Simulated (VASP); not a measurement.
# Cs: relaxation of cell and atoms with PBEsol

Crystal: Cs.

```
Cs
1.0
     5.41000    0.00000    0.00000
    -2.70500    4.68520    0.00000
     0.00000    0.00000    8.83453
Cs
2
Direct
  0.33333 0.66667 0.25000
  0.66667 0.33333 0.75000
```

This isn't the form of Cs at room conditions, which is bcc.

```json
{"Program": "VASP 6.6.1", "Task": "relaxation of cell and atoms", "Functional": "PBEsol", "Potentials or basis": "VASP PAW PBE potentials, release 64 (Cs_sv)", "Cutoff": "500 eV", "k mesh": "5 × 5 × 3", "Occupations": "fermi-dirac, width 0.1 eV", "Spin": "no spin polarisation", "Dipole correction": "no", "Further INCAR settings": "ALGO = Normal; EDIFF = 1e-07; IBRION = 2; EDIFFG = -0.02; NSW = 80; ISIF = 3"}
```

```json
{
  "Relaxed volume": "108.95 Å³/atom",
  "Relaxed cell": "a = 5.354 Å, b = 5.354 Å, c = 8.778 Å, α = 90.00°, β = 90.00°, γ = 120.00°",
  "Space group after relaxing (to 0.1 Å)": "P6_3/mmc (No. 194)",
  "Energy gained by relaxing": "0.8 meV/atom",
  "Ionic steps": "3",
  "Pressure after relaxing": "0.0 GPa",
  "Band gap on the k mesh": "zero (bands 9 and 10 overlap by 1.03 eV)"
}
```

The path:
```csv
step,energy change (eV),largest force (eV/Å),pressure (GPa),volume (Å³)
1,0.0000,0.0000,-0.07,223.93
2,-0.0006,0.0000,-0.05,222.41
3,-0.0016,0.0000,-0.01,217.90
```

Final structure:
```
CELL_PARAMETERS angstrom
5.35397 0.00000 0.00000
-2.67698 4.63667 0.00000
0.00000 0.00000 8.77753
ATOMIC_POSITIONS crystal
Cs 0.33333 0.66667 0.25000
Cs 0.66667 0.33333 0.75000
```

Levels at points of the mesh, in eV from the Fermi level:
```csv
k point,band 6,band 7,band 8,band 9,band 10,band 11,band 12,band 13
"(0.00, 0.00, 0.00)",-10.53,-10.53,-10.53,-1.75,-0.07,0.80,2.42,2.42
```

It took 34 s on 1 thread of AMD EPYC 9R45 96-Core Processor (Zen 5), with other jobs on the host, peak memory 0.27 GiB.

Caveat: the PAW data sets were made with another functional, which shifts forces and pressure a little; spin-orbit coupling is left out, which moves the levels of the heavy elements.
